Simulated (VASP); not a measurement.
# BN (P6_3mc) in VASP: further runs, part 2 of 2

VASP 6.6.1.

## Step 5: Single point, PBE

Input file INCAR:

```
PREC = Accurate
ENCUT = 520
EDIFF = 1E-6
ISMEAR = -1
SIGMA = 0.05
LREAL = F
LASPH = T
NELM = 100
ALGO = Normal
ISIF = 2
LWAVE = F
LCHARG = T
GGA = PE
LELF = T
LVHAR = T
NBANDS = 16
```

Input file KPOINTS:

```
regular mesh
0
Gamma
  12 12 6
```

Input file POSCAR:

```
BN
1.0
    2.5545800931      0.0000000000      0.0000000000
   -1.2772900466      2.2123312566      0.0000000000
    0.0000000000      0.0000000000      4.2245145445
N B
2 2
Direct
    0.3333333333      0.6666666667      0.1251941443
    0.6666666667      0.3333333333      0.6251941443
    0.3333333333      0.6666666667      0.4998058557
    0.6666666667      0.3333333333      0.9998058557
```

Potentials or basis: VASP PAW PBE potentials, release 64 (N, B).

Command:

```sh
$ cat potpaw_PBE.64/N/POTCAR potpaw_PBE.64/B/POTCAR > POTCAR
$ mpirun -np 1 vasp_std > vasp.out
```

OUTCAR:

```text
PREC = Accurate
   ENCUT = 520
   EDIFF = 1E-6
   ISMEAR = -1
   LREAL = F
   LASPH = T
   NELM = 100
   ISIF = 2
   GGA = PE

 ion  position               nearest neighbor table
   1  0.333  0.667  0.125-   4 1.57   4 1.57   4 1.57   3 1.58
   2  0.667  0.333  0.625-   3 1.57   3 1.57   3 1.57   4 1.58
   3  0.333  0.667  0.500-   2 1.57   2 1.57   2 1.57   1 1.58
   4  0.667  0.333  1.000-   1 1.57   1 1.57   1 1.57   2 1.58

  LATTYP: Found a hexagonal cell.
 ALAT       =     2.5545800931
 C/A-ratio  =     1.6537021313

  Lattice vectors:

 A1 = (   2.5545800931,   0.0000000000,   0.0000000000)
 A2 = (  -1.2772900466,   2.2123312566,   0.0000000000)
 A3 = (   0.0000000000,   0.0000000000,   4.2245145445)

Analysis of symmetry for initial positions (statically):
=====================================================================
 Subroutine PRICEL returns:
 Original cell was already a primitive cell.

 Routine SETGRP: Setting up the symmetry group for a
 hexagonal supercell.

 Subroutine GETGRP returns: Found 12 space group operations
 (whereof  6 operations were pure point group operations)
[... 166 lines left out ...]
  free energy    TOTEN  =       -34.83273312 eV

  energy without entropy =      -34.83273312  energy(sigma->0) =      -34.83273312

 E-fermi :   8.3426     XC(G=0): -12.7612

 val. band max:        7.4286148352   @ k =   0.0000   0.0000   0.0000
 cond. band min:      12.6389219682   @ k =   0.3333   0.3333   0.0000
 fundamental gap:      5.2103071329
 Fermi energy:         8.3425985329

 k-point     1 :       0.0000    0.0000    0.0000
  band No.  band energies     occupation
      1     -12.8569      2.00000
      2      -8.7494      2.00000
      3      -3.3904      2.00000
      4       5.3256      2.00000
      5       5.3256      2.00000
      6       7.1663      2.00000
[... 433 lines left out ...]
      3      -1.3128      2.00000
      4       0.1263      2.00000
      5       1.4973      2.00000
      6       3.1778      2.00000
[... 8 lines left out ...]
     15      23.3241      0.00000
     16      23.5745      0.00000

 [... further k-points ...]
[... 5 lines left out ...]
  --------------------------------------------------------------------------------------
  -------------------------------------------------------------------------------------
  Total        0.0344384      0.0344384      0.0315242     -0.0000000      0.0000000      0.0000000
  in kB        2.3110402      2.3110402      2.1154750     -0.0000000      0.0000000      0.0000000
  external PRESSURE =       2.2458518 kB  Pullay stress =       0.0000000 kB

 VOLUME and BASIS-vectors are now :
 -----------------------------------------------------------------------------
  energy-cutoff  :      520.00
  volume of cell :       23.88
      direct lattice vectors                 reciprocal lattice vectors
     2.554580093  0.000000000  0.000000000     0.391453767  0.226005938  0.000000000
    -1.277290047  2.212331257  0.000000000     0.000000000  0.452011875  0.000000000
     0.000000000  0.000000000  4.224514544     0.000000000  0.000000000  0.236713589

 POSITION                                       TOTAL-FORCE (eV/Angst)
 -----------------------------------------------------------------------------------
     -0.00000      1.47489      0.52888        -0.000000      0.000000      0.001133
      1.27729      0.73744      2.64114         0.000000     -0.000000      0.001133
     -0.00000      1.47489      2.11144         0.000000     -0.000000     -0.001133
      1.27729      0.73744      4.22369        -0.000000      0.000000     -0.001133
 -----------------------------------------------------------------------------------
    total drift:                               -0.000000      0.000000      0.000383

  FREE ENERGIE OF THE ION-ELECTRON SYSTEM (eV)
  ---------------------------------------------------
  free  energy   TOTEN  =       -34.8327331229 eV

  energy  without entropy=      -34.8327331229  energy(sigma->0) =      -34.83273312
```

stdout:

```text
POSCAR found type information on POSCAR N B
 POSCAR found :  2 types and       4 ions
 scaLAPACK will be used
 LDA part: xc-table for (Slater+PW92), standard interpolation
 POSCAR, INCAR and KPOINTS ok, starting setup
 FFT: planning ... GRIDC
 FFT: planning ... GRID_SOFT
 FFT: planning ... GRID
 WAVECAR not read
 entering main loop
```

Run time: 15 s. Hardware: 1 thread of Intel Xeon Platinum 8488C (Sapphire Rapids), shared host; peak memory 0.14 GiB.

Results:

```
Free energy            : -34.8327 eV
Pressure               : 0.2 GPa
Band gap on the k mesh : 5.21 eV, indirect (least direct gap 8.24 eV)
```

## Step 6: Single point, LDA

Input file INCAR:

```
SYSTEM = BN
  PREC = Accurate
  ENCUT = 520
  EDIFF = 1E-7
  ISMEAR = -1
  SIGMA = 0.05
  LREAL = .False.
  LASPH = .True.
  NELM = 60
  ALGO = Normal
  ISIF = 2
  LWAVE = .False.
  LCHARG = .False.
  GGA = CA
  NBANDS = 16
```

Input file KPOINTS:

```
regular mesh
0
Gamma
  12 12 6
  0 0 0
```

Input file POSCAR:

```
BN
1.0
    2.5539396017      0.0000000000      0.0000000000
   -1.2769698009      2.2117765748      0.0000000000
    0.0000000000      0.0000000000      4.2268550000
N B
2 2
Direct
    0.3333333333      0.6666666667      0.1252760000
    0.6666666667      0.3333333333      0.6252760000
    0.3333333333      0.6666666667      0.4997240000
    0.6666666667      0.3333333333      0.9997240000
```

Potentials or basis: VASP PAW LDA potentials, release 64 (N, B).

Command:

```sh
$ cat potpaw_LDA.64/N/POTCAR potpaw_LDA.64/B/POTCAR > POTCAR
$ mpirun -np 1 vasp_std > vasp.out
```

It took 16 s on 1 thread of Intel Xeon Platinum 8488C (Sapphire Rapids), shared host; peak memory 0.13 GiB.

Results (log left out):

| Item | Value |
| --- | --- |
| Free energy | -38.7239 eV |
| Pressure | -12.9 GPa |
| Largest force | 0.021 eV/Å |
| Band gap on the k mesh | 4.96 eV, indirect (least direct gap 8.11 eV) |

Forces on the atoms (eV/Å):
```
N    0.000  0.000 -0.021
N    0.000  0.000 -0.021
B    0.000  0.000  0.021
B    0.000  0.000  0.021
```

Stress tensor (GPa, compression positive):
```
-12.77   0.00   0.00
  0.00 -12.77   0.00
  0.00   0.00 -13.20
```

Levels at points of the mesh, in eV from the valence-band top:
```tsv
k point	band 4	band 5	band 6	band 7	band 8	band 9	band 10	band 11	band 12	band 13
(0.00, 0.00, 0.00)	-2.11	-2.11	-0.28	0.00	0.00	8.20	8.20	8.42	9.48	10.67
(0.50, 0.00, 0.00)	-7.72	-6.84	-4.95	-4.41	-2.10	6.58	7.77	10.41	11.32	12.70
(0.00, 0.00, 0.50)	-5.66	-1.17	-1.17	-1.17	-1.17	9.37	9.37	9.74	9.74	9.74
(0.50, 0.00, 0.50)	-9.94	-3.75	-3.75	-3.55	-3.55	6.45	6.45	9.89	9.89	14.01
```

A k mesh can miss the band edges.

## Step 7: The runs side by side

```csv
task,level,potentials or basis,cell,cutoff (eV),smearing,gap on the mesh (eV),pressure (GPa),largest force (eV/Å)
relaxation of cell and atoms,PBEsol,"VASP PAW PBE potentials, release 64 (N, B)","relaxed from a = 2.554, b = 2.554, c = 4.227 Å, angles 90.0, 90.0, 120.0°, 4 atoms",600,fermi-dirac 0.05 eV,4.95,0.0,-
single point,PBEsol,"VASP PAW PBE potentials, release 64 (N, B)","a = 2.554, b = 2.554, c = 4.227 Å, angles 90.0, 90.0, 120.0°, 4 atoms",520,fermi-dirac 0.05 eV,4.97,-5.4,0.01
single point,PBE,"VASP PAW PBE potentials, release 64 (N, B)","a = 2.554, b = 2.554, c = 4.227 Å, angles 90.0, 90.0, 120.0°, 4 atoms",520,gaussian 0.011 eV,5.20,0.2,0.01
single point,PBE,"VASP PAW PBE potentials, release 64 (N, B)","a = 2.555, b = 2.555, c = 4.225 Å, angles 90.0, 90.0, 120.0°, 4 atoms",520,fermi-dirac 0.05 eV,5.21,0.2,-
single point,LDA,"VASP PAW LDA potentials, release 64 (N, B)","a = 2.554, b = 2.554, c = 4.227 Å, angles 90.0, 90.0, 120.0°, 4 atoms",520,fermi-dirac 0.05 eV,4.96,-12.9,0.02
```

Alike in all rows: no spin polarisation; k mesh 12 × 12 × 6.

Caveats: the PAW data sets were made with another functional, which shifts forces and pressure a little (some runs).

Absolute energies hang on the potentials; compare differences alone.
